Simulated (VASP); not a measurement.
# Si (Ibca) in VASP: single point with PBE

Aim: the single point of Si with PBE.

Everything below comes from runs of VASP 6.6.1. Logs are shortened: lines on timing, memory, paths and dates and some standing lists are left out, and cuts for length are marked.

### 1 The cell of the first run

The structure is orthorhombic, space group Ibca (No. 73). Conventional cell: a = 6.570 Å, b = 6.636 Å, c = 6.636 Å, α = 90.00°, β = 90.00°, γ = 90.00°. Si (site symmetry 1) has 4 Si at 2.34 to 2.38 Å within 3.1 Å.

### 2 Single point, PBE (z stretched by -1 %, then relaxed in part)

Contents of INCAR:

```
SYSTEM = Si
PREC = Accurate
ENCUT = 520
EDIFF = 1E-7
ISMEAR = -1
SIGMA = 0.05
LREAL = .False.
LASPH = .True.
NELM = 100
ALGO = Normal
ISIF = 2
LWAVE = .False.
LCHARG = .False.
GGA = PE
NBANDS = 26
```

Contents of KPOINTS:

```
Automatic mesh
0
Gamma
  10 10 10
  0 0 0
```

Contents of POSCAR:

```
Si
1.0
   -3.3180000000      3.3180000000      3.2848200000
    3.3180000000     -3.3180000000      3.2848200000
    3.3180000000      3.3180000000     -3.2848200000
Si
8
Direct
    0.2040702805      0.2035645300      0.2041685086
    0.4993960215     -0.0000982280      0.2958314914
    0.2959297195      0.5000982280     -0.0005057505
    0.0006039785      0.2964354700      0.5005057505
    0.7959297195      0.7964354700      0.7958314914
    0.5006039785      0.0000982280      0.7041685086
    0.7040702805      0.4999017720      0.0005057505
   -0.0006039785      0.7035645300      0.4994942495
```

Potentials or basis: VASP PAW PBE potentials, release 64 (Si).

On the command line:

```bash
cat potpaw_PBE.64/Si/POTCAR > POTCAR
mpirun -np 1 vasp_std > vasp.out
```

OUTCAR:

```text
SYSTEM = Si
   PREC = Accurate
   ENCUT = 520
   EDIFF = 1E-7
   ISMEAR = -1
   LREAL = .False.
   LASPH = .True.
   NELM = 100
   ISIF = 2
   GGA = PE

 ion  position               nearest neighbor table
   1  0.204  0.204  0.204-   5 2.34   3 2.37   4 2.38   2 2.38
   2  0.499  1.000  0.296-   6 2.34   4 2.37   3 2.38   1 2.38
   3  0.296  0.500  0.999-   7 2.34   1 2.37   2 2.38   4 2.38
   4  0.001  0.296  0.501-   8 2.34   2 2.37   1 2.38   3 2.38
   5  0.796  0.796  0.796-   1 2.34   7 2.37   8 2.38   6 2.38
   6  0.501  0.000  0.704-   2 2.34   8 2.37   7 2.38   5 2.38
   7  0.704  0.500  0.001-   3 2.34   5 2.37   6 2.38   8 2.38
   8  0.999  0.704  0.499-   4 2.34   6 2.37   5 2.38   7 2.38

  LATTYP: Found a body centered tetragonal cell.
 ALAT       =     6.6360000000
 C/A-ratio  =     0.9900000000

  Lattice vectors:

 A1 = (  -3.3180000000,   3.3180000000,   3.2848200000)
 A2 = (   3.3180000000,  -3.3180000000,   3.2848200000)
 A3 = (   3.3180000000,   3.3180000000,  -3.2848200000)

Analysis of symmetry for initial positions (statically):
=====================================================================
 Subroutine PRICEL returns:
 Original cell was already a primitive cell.

 Routine SETGRP: Setting up the symmetry group for a
 body centered tetragonal supercell.

 Subroutine GETGRP returns: Found  8 space group operations
 (whereof  2 operations were pure point group operations)
 out of a pool of 16 trial point group operations.

The static configuration has the point symmetry S_2 .
 The point group associated with its full space group is D_2h.

Analysis of symmetry for dynamics (positions and initial velocities):
=====================================================================
 Subroutine PRICEL returns:
 Original cell was already a primitive cell.

 Routine SETGRP: Setting up the symmetry group for a
 body centered tetragonal supercell.

 Subroutine GETGRP returns: Found  8 space group operations
 (whereof  2 operations were pure point group operations)
 out of a pool of 16 trial point group operations.

The dynamic configuration has the point symmetry S_2 .
 The point group associated with its full space group is D_2h.

 Subroutine INISYM returns: Found  8 space group operations
 (whereof  2 operations are pure point group operations),
 and found     1 'primitive' translations

----------------------------------------------------------------------------------------

                                     Primitive cell

  volume of cell :     144.6520

  direct lattice vectors                    reciprocal lattice vectors
    -3.318000000  3.318000000  3.284820000     0.000000000  0.150693189  0.152215342
     3.318000000 -3.318000000  3.284820000     0.150693189  0.000000000  0.152215342
     3.318000000  3.318000000 -3.284820000     0.150693189  0.150693189  0.000000000

  length of vectors
     5.727852166  5.727852166  5.727852166     0.214191380  0.214191380  0.213112351

  position of ions in fractional coordinates (direct lattice)
     0.204070280  0.203564530  0.204168509
     0.499396021  0.999901772  0.295831491
     0.295929720  0.500098228  0.999494250
     0.000603979  0.296435470  0.500505750
     0.795929720  0.796435470  0.795831491
     0.500603979  0.000098228  0.704168509
     0.704070280  0.499901772  0.000505750
     0.999396021  0.703564530  0.499494250

  ion indices of the primitive-cell ions
   primitive index   ion index
                 1           1
                 2           2
                 3           3
                 4           4
                 5           5
                 6           6
                 7           7
                 8           8

----------------------------------------------------------------------------------------

 KPOINTS: Automatic mesh

Automatic generation of k-mesh.
 Grid dimensions read from file:
 generate k-points for:   10   10   10

 Generating k-lattice:

  Cartesian coordinates                     Fractional coordinates (reciprocal lattice)
     0.000000000  0.015069319  0.015221534     0.100000000  0.000000000 -0.000000000
     0.015069319  0.000000000  0.015221534     0.000000000  0.100000000 -0.000000000
     0.015069319  0.015069319  0.000000000     0.000000000  0.000000000  0.100000000

  Length of vectors
     0.021419138  0.021419138  0.021311235

  Shift w.r.t. Gamma in fractional coordinates (k-lattice)
     0.000000000  0.000000000  0.000000000

 Subroutine IBZKPT returns following result:
 ===========================================

 Found    171 irreducible k-points:

 Following reciprocal coordinates:
            Coordinates               Weight
  0.000000  0.000000  0.000000      1.000000
  0.100000  0.000000  0.000000      4.000000
  0.100000  0.000000 -0.100000      4.000000
  0.200000  0.000000  0.000000      4.000000
  0.200000  0.000000 -0.200000      4.000000
  0.300000  0.000000  0.000000      4.000000
[... 16 lines left out ...]
 -0.300000  0.100000  0.000000      8.000000
 -0.200000  0.000000  0.300000      8.000000
 [... further k-points ...]
   k-points           NKPTS =    171   k-points in BZ     NKDIM =    171   number of bands    NBANDS=     26
   number of dos      NEDOS =    301   number of ions     NIONS =      8
   total plane-waves  NPLWV = 110592
   dimension x,y,z NGX =    48 NGY =   48 NGZ =   48
   dimension x,y,z NGXF=    96 NGYF=   96 NGZF=   96
   ions per type =               8
   NGX,Y,Z   is equivalent  to a cutoff of  13.93, 13.93, 13.93 a.u.
   NGXF,Y,Z  is equivalent  to a cutoff of  27.86, 27.86, 27.86 a.u.
 SYSTEM =  Si
   PREC   = accura    normal or accurate (medium, high low for compatibility)
   ISTART =      0    job   : 0-new  1-cont  2-samecut
   ICHARG =      2    charge: 1-file 2-atom 10-const
   ISPIN  =      1    spin polarized calculation?
   LNONCOLLINEAR =      F non collinear calculations
   LSORBIT =      F    spin-orbit coupling
   LASPH  =      T    aspherical Exc in radial PAW
   ENCUT  =  520.0 eV  38.22 Ry    6.18 a.u.  10.65 10.65 10.65*2*pi/ulx,y,z
   NELM   =    100;   NELMIN=  2; NELMDL= -5     # of ELM steps
   EDIFF  = 0.1E-06   stopping-criterion for ELM
   LREAL  =      F    real-space projection
   EDIFFG = 0.1E-05   stopping-criterion for IOM
   NSW    =      0    number of steps for IOM
   IBRION =     -1    ionic relax: 0-MD 1-quasi-New 2-CG
   NFREE  =      0    steps in history (QN), initial steepest desc. (CG)
   ISIF   =      2    stress and relaxation
   ISYM   =      2    0-nonsym 1-usesym 2-fastsym
   POTIM  = 0.5000    time-step for ionic-motion
   TEBEG  =    0.0;   TEEND  =   0.0 temperature during run
   PSTRESS=    0.0 pullay stress
   NELECT =      32.0000    total number of electrons
   NUPDOWN=      -1.0000    fix difference up-down
   EMIN   =  10.00;   EMAX   =-10.00  energy-range for DOS
   EFERMI =   0.00;   METHOD = LEGACY
   ISMEAR =    -1;   SIGMA  =   0.05  broadening in eV -4-tet -1-fermi 0-gaus
   EFERMI_NEDOS =   21; number of points for ismear=-14 and -15
   IALGO  =     38    algorithm
   IMIX   =      4    mixing-type and parameters
     AMIX     =   0.40;   BMIX     =  1.00
     AMIX_MAG =   1.60;   BMIX_MAG =  1.00
  volume/ion in A,a.u.               =      18.08       122.02
  Fermi-wavevector in a.u.,A,eV,Ry     =   0.990110  1.871036 13.338029  0.980318
  Thomas-Fermi vector in A             =   2.121757
   LORBIT       =      0    0 simple, 1 ext, 2 COOP (PROOUT), +10 PAW based schemes
   GGA     = PE    functional components
   LHFCALC =     F    Hartree Fock is set to
   AEXX    =    0.0000 exact exchange contribution
   IVDW    =     0    specifies the selected vdW correction
   LEPSILON=     F    determine dielectric tensor
   LRPA    =     F    only Hartree local field effects (RPA)
 non-spin polarized calculation
  energy-cutoff  :      520.00
  volume of cell :      144.65
 maximum number of plane-waves:      3929
 NGX is ok and might be reduce to    48
   NGX = 21   NGY = 21   NGZ = 21

 number of electron      32.0000000 magnetization

 Free energy of the ion-electron system (eV)
  ---------------------------------------------------
  ext. energy  EPLUGINS =         0.00000000
  ---------------------------------------------------
  free energy    TOTEN  =       -42.11777367 eV

  energy without entropy =      -42.11122785  energy(sigma->0) =      -42.11450076

 E-fermi :   7.2270     XC(G=0): -10.0099

 val. band max:        7.2269421632   @ k =   0.5000   0.5000   0.4000
 cond. band min:       7.2392828342   @ k =  -0.4000  -0.4000   0.2000
 fundamental gap:      0.0123406711
 Fermi energy:         7.2270482499

 k-point     1 :       0.0000    0.0000    0.0000
  band No.  band energies     occupation
      1      -5.5403      2.00000
      2      -1.1419      2.00000
      3      -0.8039      2.00000
      4      -0.7466      2.00000
      5      -0.7408      2.00000
      6       0.7129      2.00000
[... 18 lines left out ...]
     25      12.6720      0.00000
     26      13.0263      0.00000

 k-point     2 :       0.1000    0.0000    0.0000
  band No.  band energies     occupation
      1      -5.4782      2.00000
      2      -1.3575      2.00000
      3      -1.0266      2.00000
      4      -0.9643      2.00000
      5      -0.6090      2.00000
      6       0.6559      2.00000
[... 18 lines left out ...]
     25      12.6436      0.00000
     26      12.7548      0.00000

 k-point     3 :       0.1000    0.0000   -0.1000
  band No.  band energies     occupation
      1      -5.4782      2.00000
      2      -1.3663      2.00000
      3      -1.0449      2.00000
      4      -0.9149      2.00000
      5      -0.6272      2.00000
      6       0.6178      2.00000
[... 18 lines left out ...]
     25      12.6709      0.00000
     26      12.8428      0.00000

 k-point     4 :       0.2000    0.0000    0.0000
  band No.  band energies     occupation
      1      -5.2923      2.00000
      2      -1.9205      2.00000
      3      -1.4090      2.00000
      4      -1.2623      2.00000
      5      -0.4409      2.00000
      6       0.4263      2.00000
[... 18 lines left out ...]
     25      12.2834      0.00000
     26      12.4553      0.00000

 k-point     5 :       0.2000    0.0000   -0.2000
  band No.  band energies     occupation
      1      -5.2924      2.00000
      2      -1.9246      2.00000
      3      -1.4295      2.00000
      4      -1.2256      2.00000
      5      -0.4393      2.00000
      6       0.3971      2.00000
[... 18 lines left out ...]
     25      12.2757      0.00000
     26      12.5563      0.00000

 k-point     6 :       0.3000    0.0000    0.0000
  band No.  band energies     occupation
      1      -4.9845      2.00000
      2      -2.6596      2.00000
      3      -1.6370      2.00000
      4      -1.5277      2.00000
      5      -0.3295      2.00000
      6       0.1847      2.00000
[... 427 lines left out ...]
 k-point    21 :      -0.4000    0.1000   -0.0000
  band No.  band energies     occupation
      1      -4.7428      2.00000
      2      -2.9855      2.00000
      3      -2.0407      2.00000
      4      -1.6179      2.00000
      5      -0.2075      2.00000
      6       0.4003      2.00000
[... 18 lines left out ...]
     25      11.6725      0.00000
     26      12.2351      0.00000

 k-point    22 :      -0.3000    0.0000    0.4000
  band No.  band energies     occupation
      1      -4.7434      2.00000
      2      -2.9825      2.00000
      3      -2.0810      2.00000
      4      -1.5569      2.00000
      5      -0.0883      2.00000
      6       0.1048      2.00000
[... 18 lines left out ...]
     25      11.8326      0.00000
     26      12.4208      0.00000

 k-point    23 :      -0.3000    0.1000    0.0000
  band No.  band energies     occupation
      1      -5.1093      2.00000
      2      -2.2603      2.00000
      3      -1.8257      2.00000
      4      -1.4320      2.00000
      5      -0.2886      2.00000
      6       0.5539      2.00000
[... 18 lines left out ...]
     25      11.7377      0.00000
     26      12.2854      0.00000

 k-point    24 :      -0.2000    0.0000    0.3000
  band No.  band energies     occupation
      1      -5.1096      2.00000
      2      -2.2465      2.00000
      3      -1.8867      2.00000
      4      -1.3568      2.00000
      5      -0.2605      2.00000
      6       0.3073      2.00000
[... 18 lines left out ...]
     25      12.0152      0.00000
     26      12.4406      0.00000

 [... further k-points ...]

------------------------ aborting loop because EDIFF is reached ----------------------------------------

  FORCE on cell =-STRESS in cart. coord.  units (eV):
  Direction    XX          YY          ZZ          XY          YZ          ZX
  --------------------------------------------------------------------------------------
  -------------------------------------------------------------------------------------
  Total        1.1553566      1.1525973      2.2973146     -0.0000000      0.0000000      0.0000000
  in kB       12.7968274     12.7662651     25.4452496     -0.0000000      0.0000000      0.0000000
  external PRESSURE =      17.0027807 kB  Pullay stress =       0.0000000 kB

 VOLUME and BASIS-vectors are now :
 -----------------------------------------------------------------------------
  energy-cutoff  :      520.00
  volume of cell :      144.65
      direct lattice vectors                 reciprocal lattice vectors
    -3.318000000  3.318000000  3.284820000     0.000000000  0.150693189  0.152215342
     3.318000000 -3.318000000  3.284820000     0.150693189  0.000000000  0.152215342
     3.318000000  3.318000000 -3.284820000     0.150693189  0.150693189  0.000000000

 POSITION                                       TOTAL-FORCE (eV/Angst)
 -----------------------------------------------------------------------------------
      0.67575      0.67911      0.66835        -0.000762     -0.001211     -0.000815
      2.64225     -0.67911      3.95317         0.000762      0.001211     -0.000815
      3.99375      2.63889     -0.66835        -0.000762      0.001211      0.000815
      2.64225      0.67911     -0.66835         0.000762     -0.001211      0.000815
      2.64225      2.63889      2.61647         0.000762      0.001211      0.000815
      0.67575      3.99711     -0.66835        -0.000762     -0.001211      0.000815
     -0.67575      0.67911      3.95317         0.000762     -0.001211     -0.000815
      0.67575      2.63889      3.95317        -0.000762      0.001211     -0.000815
 -----------------------------------------------------------------------------------
    total drift:                                0.000000     -0.000000      0.000000

  FREE ENERGIE OF THE ION-ELECTRON SYSTEM (eV)
  ---------------------------------------------------
  free  energy   TOTEN  =       -42.1177736717 eV

  energy  without entropy=      -42.1112278456  energy(sigma->0) =      -42.11450076
```

It took 20 min on 1 thread of Intel Xeon 8259CL, shared host; peak memory 0.61 GiB.

What came out:

| Item | Value |
| --- | --- |
| Free energy | -42.1178 eV |
| Pressure | 1.7 GPa |
| Band gap on the k mesh | zero (bands 16 and 17 overlap by 0.18 eV) |

Caveat: the cell differs from its parent crystal (z stretched by -1 %, then relaxed in part); semilocal functionals underestimate gaps, and a narrow one can read as zero.
